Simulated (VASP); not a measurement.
**HgTe: single point with r2SCAN**

Crystal: HgTe.

```
Hg Te
1.0
     4.64260    0.00000    0.00000
    -2.32130    4.02061    0.00000
     0.00000    0.00000    7.62450
Hg Te
2 2
Direct
  0.33333 0.66667 0.00050
  0.66667 0.33333 0.50050
  0.33333 0.66667 0.37450
  0.66667 0.33333 0.87450
```

- Program: VASP 6.6.1
- Task: single point
- Functional: r2SCAN
- Potentials or basis: VASP PAW PBE potentials, release 64 (Hg, Te)
- Cutoff: 520 eV
- k mesh: 6 × 6 × 4
- Occupations: fermi-dirac, width 0.02 eV
- Spin: no spin polarisation
- Dipole correction: no
- Further INCAR settings: ALGO = Normal; EDIFF = 1e-06; NBANDS = 26

```yaml
Pressure: 0.1 GPa
Band_gap_on_the_k_mesh: zero (filled and empty bands touch)
```

Levels at points of the mesh, in eV from the Fermi level:
```csv
k point,band 15,band 16,band 17,band 18,band 19,band 20,band 21,band 22
"(0.00, 0.00, 0.00)",-0.92,-0.52,-0.08,0.00,0.00,0.81,4.62,4.62
"(0.50, 0.00, 0.00)",-3.00,-2.13,-1.53,-0.92,1.87,2.00,4.31,5.31
"(0.00, 0.00, 0.50)",-0.50,-0.50,-0.50,-0.50,1.16,1.16,5.14,5.14
"(0.50, 0.00, 0.50)",-1.67,-1.67,-1.57,-1.57,1.64,1.64,3.93,3.93
```

It took 110 s on 1 thread of Intel(R) Xeon(R) 6975P-C (Granite Rapids), on a shared host, peak memory 0.32 GiB.

Caveat: semilocal functionals underestimate gaps, so a narrow gap can read as zero; the PAW data sets were made with another functional, which shifts forces and pressure a little; spin-orbit coupling is left out, which moves the levels of the heavy elements.
